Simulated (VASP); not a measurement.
# BN (NiAs type) (P6_3/mmc) in VASP: further runs, part 2 of 2

VASP 6.6.1.

## (3) Single point, PBE

Input file INCAR:

```
SYSTEM = BN
PREC     = Accurate       ! precision mode
ENCUT    = 520            ! plane-wave cutoff, eV
EDIFF    = 1E-6           ! SCF threshold, eV
ISMEAR   = -1             ! smearing method
SIGMA    = 0.05           ! smearing width, eV
LREAL    = .False.        ! projectors in reciprocal space
LASPH    = .True.         ! aspherical terms in the spheres
NELM     = 100            ! most SCF steps
ALGO     = Normal         ! electronic algorithm
ISIF     = 2              ! what is computed and relaxed
LWAVE    = .False.        ! write WAVECAR
LCHARG   = .False.        ! write CHGCAR
GGA      = PE             ! functional
NBANDS   = 16             ! bands
```

Input file KPOINTS:

```
regular mesh
0
Gamma
  13 13 7
  0 0 0
```

Input file POSCAR:

```
BN
1.0
    2.2925230560      0.0000000000      0.0000000000
   -1.1462615280      1.9853832052      0.0000000000
    0.0000000000      0.0000000000      3.7198455343
B N
2 2
Direct
    0.0000000000      0.0000000000      0.0000000000
    0.0000000000      0.0000000000      0.5000000000
    0.3333333333      0.6666666667      0.2500000000
    0.6666666667      0.3333333333      0.7500000000
```

Potentials or basis: VASP PAW PBE potentials, release 64 (B, N).

Launch:

```console
> cat potpaw_PBE.64/B/POTCAR potpaw_PBE.64/N/POTCAR > POTCAR
> mpirun -np 1 vasp_std > vasp.out
```

OUTCAR:

```text
SYSTEM = BN
   PREC = Accurate
   ENCUT = 520
   EDIFF = 1E-6
   ISMEAR = -1
   LREAL = .False.
   LASPH = .True.
   NELM = 100
   ISIF = 2
   GGA = PE

 ion  position               nearest neighbor table
   1  0.000  0.000  0.000-   3 1.62   4 1.62   3 1.62   4 1.62   4 1.62   3 1.62   2 1.86   2 1.86

   2  0.000  0.000  0.500-   3 1.62   4 1.62   3 1.62   4 1.62   4 1.62   3 1.62   1 1.86   1 1.86

   3  0.333  0.667  0.250-   1 1.62   2 1.62   1 1.62   2 1.62   1 1.62   2 1.62
   4  0.667  0.333  0.750-   1 1.62   2 1.62   1 1.62   2 1.62   1 1.62   2 1.62

  LATTYP: Found a hexagonal cell.
 ALAT       =     2.2925230560
 C/A-ratio  =     1.6225989634

  Lattice vectors:

 A1 = (   2.2925230560,   0.0000000000,   0.0000000000)
 A2 = (  -1.1462615280,   1.9853832052,   0.0000000000)
 A3 = (   0.0000000000,   0.0000000000,   3.7198455343)

Analysis of symmetry for initial positions (statically):
=====================================================================
 Subroutine PRICEL returns:
 Original cell was already a primitive cell.

 Routine SETGRP: Setting up the symmetry group for a
 hexagonal supercell.

 Subroutine GETGRP returns: Found 24 space group operations
 (whereof 12 operations were pure point group operations)
 out of a pool of 24 trial point group operations.

The static configuration has the point symmetry D_3d.
 The point group associated with its full space group is D_6h.

Analysis of symmetry for dynamics (positions and initial velocities):
=====================================================================
 Subroutine PRICEL returns:
 Original cell was already a primitive cell.

 Routine SETGRP: Setting up the symmetry group for a
 hexagonal supercell.

 Subroutine GETGRP returns: Found 24 space group operations
 (whereof 12 operations were pure point group operations)
 out of a pool of 24 trial point group operations.

The dynamic configuration has the point symmetry D_3d.
 The point group associated with its full space group is D_6h.

[... 118 lines left out ...]
   EFERMI_NEDOS =   21; number of points for ismear=-14 and -15
   IALGO  =     38    algorithm
   IMIX   =      4    mixing-type and parameters
     AMIX     =   0.40;   BMIX     =  1.00
     AMIX_MAG =   1.60;   BMIX_MAG =  1.00
  volume/ion in A,a.u.               =       4.23        28.56
  Fermi-wavevector in a.u.,A,eV,Ry     =   1.606524  3.035890 35.115532  2.580919
  Thomas-Fermi vector in A             =   2.702698
   LORBIT       =      0    0 simple, 1 ext, 2 COOP (PROOUT), +10 PAW based schemes
   GGA     = PE    functional components
   LHFCALC =     F    Hartree Fock is set to
   AEXX    =    0.0000 exact exchange contribution
   IVDW    =     0    specifies the selected vdW correction
   LEPSILON=     F    determine dielectric tensor
   LRPA    =     F    only Hartree local field effects (RPA)
 non-spin polarized calculation
  energy-cutoff  :      520.00
  volume of cell :       16.93
 maximum number of plane-waves:       472
 NGX is ok and might be reduce to    18
   NGX =  9   NGY =  9   NGZ = 13

 number of electron      15.9999992 magnetization

 Free energy of the ion-electron system (eV)
  ---------------------------------------------------
  ext. energy  EPLUGINS =         0.00000000
  ---------------------------------------------------
  free energy    TOTEN  =       -25.97606763 eV

  energy without entropy =      -25.97606763  energy(sigma->0) =      -25.97606763

 E-fermi :  14.9265     XC(G=0): -14.8985

 val. band max:       13.9034431429   @ k =   0.1538   0.0000   0.0000
 cond. band min:      16.9465739545   @ k =   0.3077   0.3077   0.0000
 fundamental gap:      3.0431308116
 Fermi energy:        14.9265275877

 k-point     1 :       0.0000    0.0000    0.0000
  band No.  band energies     occupation
      1     -12.0035      2.00000
      2      -5.8302      2.00000
      3      -0.9793      2.00000
      4      12.1781      2.00000
      5      12.1781      2.00000
      6      13.0203      2.00000
[... 433 lines left out ...]
      3       0.6473      2.00000
      4       8.3043      2.00000
      5      10.1336      2.00000
      6      11.5266      2.00000
[... 8 lines left out ...]
     15      29.1817      0.00000
     16      30.7672      0.00000

 [... further k-points ...]
[... 5 lines left out ...]
  --------------------------------------------------------------------------------------
  -------------------------------------------------------------------------------------
  Total       15.9497302     15.9497302     15.8918487      0.0000000      0.0000000      0.0000000
  in kB     1509.3187320   1509.3187320   1503.8414188      0.0000000      0.0000000      0.0000000
  external PRESSURE =    1507.4929609 kB  Pullay stress =       0.0000000 kB

 VOLUME and BASIS-vectors are now :
 -----------------------------------------------------------------------------
  energy-cutoff  :      520.00
  volume of cell :       16.93
      direct lattice vectors                 reciprocal lattice vectors
     2.292523056  0.000000000  0.000000000     0.436200629  0.251840551  0.000000000
    -1.146261528  1.985383205  0.000000000     0.000000000  0.503681102  0.000000000
     0.000000000  0.000000000  3.719845534     0.000000000  0.000000000  0.268828367

 POSITION                                       TOTAL-FORCE (eV/Angst)
 -----------------------------------------------------------------------------------
      0.00000      0.00000      0.00000        -0.000000      0.000000     -0.000000
      0.00000      0.00000      1.85992        -0.000000      0.000000     -0.000000
     -0.00000      1.32359      0.92996         0.000000      0.000000     -0.000000
      1.14626      0.66179      2.78988        -0.000000      0.000000      0.000000
 -----------------------------------------------------------------------------------
    total drift:                                0.000000     -0.000000      0.000000

  FREE ENERGIE OF THE ION-ELECTRON SYSTEM (eV)
  ---------------------------------------------------
  free  energy   TOTEN  =       -25.9760676306 eV

  energy  without entropy=      -25.9760676305  energy(sigma->0) =      -25.97606763
```

stdout:

```text
POSCAR found type information on POSCAR B N
 POSCAR found :  2 types and       4 ions
 scaLAPACK will be used
 LDA part: xc-table for (Slater+PW92), standard interpolation
 POSCAR, INCAR and KPOINTS ok, starting setup
 FFT: planning ... GRIDC
 FFT: planning ... GRID_SOFT
 FFT: planning ... GRID
 WAVECAR not read
 entering main loop
```

It took 10 s on 1 thread of Intel Xeon 6975P-C (Granite Rapids), shared host; peak memory 0.13 GiB.

Results:

| Item | Value |
| --- | --- |
| Free energy | -25.9761 eV |
| Pressure | 150.7 GPa |
| Band gap on the k mesh | 3.04 eV, indirect (least direct gap 6.82 eV) |

## (4) Relaxation of cell and atoms, PBE, target pressure 150 GPa, at which the enthalpy is minimised

This run uses another cell than the first one, of 4.19 Å³/atom, 0.991 times its volume.

Input file INCAR:

```
PREC = Accurate
ENCUT = 600
EDIFF = 1E-7
ISMEAR = -1
SIGMA = 0.05
LREAL = False
LASPH = True
NELM = 60
ALGO = Normal
ISIF = 3
LWAVE = False
LCHARG = False
GGA = PE
IBRION = 2
NSW = 60
EDIFFG = -0.005
PSTRESS = 1500.0
```

Input file KPOINTS:

```
regular mesh
0
Gamma
  13 13 7
```

Input file POSCAR:

```
BN
1.0
    2.3204184537      0.0000000000      0.0000000000
   -1.1602092269      2.0095413283      0.0000000000
    0.0000000000      0.0000000000      3.5966486033
B N
2 2
Direct
    0.0000000000      0.0000000000      0.0000000000
    0.0000000000      0.0000000000      0.5000000000
    0.3333333333      0.6666666667      0.2500000000
    0.6666666667      0.3333333333      0.7500000000
```

Launch:

```console
> cat potpaw_PBE.64/B/POTCAR potpaw_PBE.64/N/POTCAR > POTCAR
> mpirun -np 1 vasp_std > vasp.out
```

It took 66 s on 1 thread of AMD EPYC 7R43 (Zen 3), shared host; peak memory 0.11 GiB.

The run converged. Its results:

| Item | Value |
| --- | --- |
| Free energy | -25.9939 eV |
| Relaxed volume | 4.24 Å³/atom |
| Relaxed cell | a = 2.293 Å, b = 2.293 Å, c = 3.720 Å, α = 90.00°, β = 90.00°, γ = 120.00° |
| Space group after relaxing (to 0.05 Å) | P6_3/mmc (No. 194) |
| Energy change on relaxing (the enthalpy is what falls) | -70.8 meV/atom |
| Ionic steps | 8 |
| Pressure after relaxing | 150.0 GPa |
| Band gap on the k mesh | 3.05 eV, indirect (least direct gap 6.82 eV) |

Stress tensor (GPa, compression positive):
```
149.92   0.00   0.00
  0.00 149.92   0.00
  0.00   0.00 150.18
```

The path:
| step | energy change (eV) | largest force (eV/Å) | pressure (GPa) | volume (Å³) |
| --- | --- | --- | --- | --- |
| 1 | 0.0000 | 0.0000 | 161.46 | 16.77 |
| 2 | -0.6169 | 0.0000 | 123.85 | 17.46 |
| 3 | -0.4339 | 0.0000 | 141.63 | 17.11 |
| 4 | -0.4261 | 0.0000 | 142.09 | 17.10 |
| 5 | -0.0170 | 0.0000 | 164.19 | 16.67 |
| 6 | -0.2857 | 0.0000 | 149.85 | 16.95 |
| 7 | -0.2829 | 0.0000 | 150.00 | 16.94 |
| 8 | -0.2831 | 0.0000 | 150.01 | 16.94 |

Final structure:
```xyz
4
Lattice="2.2934 0.0000 0.0000 -1.1467 1.9862 0.0000 0.0000 0.0000 3.7195" Properties=species:S:1:pos:R:3 pbc="T T T"
B     0.0000    0.0000    3.7195
B    -1.1467    1.9862    1.8598
N     0.0000    1.3241    0.9299
N     1.1467    0.6621    2.7897
```

Levels at points of the mesh, in eV from the valence-band top:
```tsv
k point	band 6	band 7	band 8	band 9	band 10	band 11
(0.00, 0.00, 0.00)	-0.88	-0.88	-0.42	8.57	9.89	9.89
```

Caveat: the cell is relaxed towards a set pressure, so the enthalpy falls and the energy may rise. A k mesh can miss the band edges.
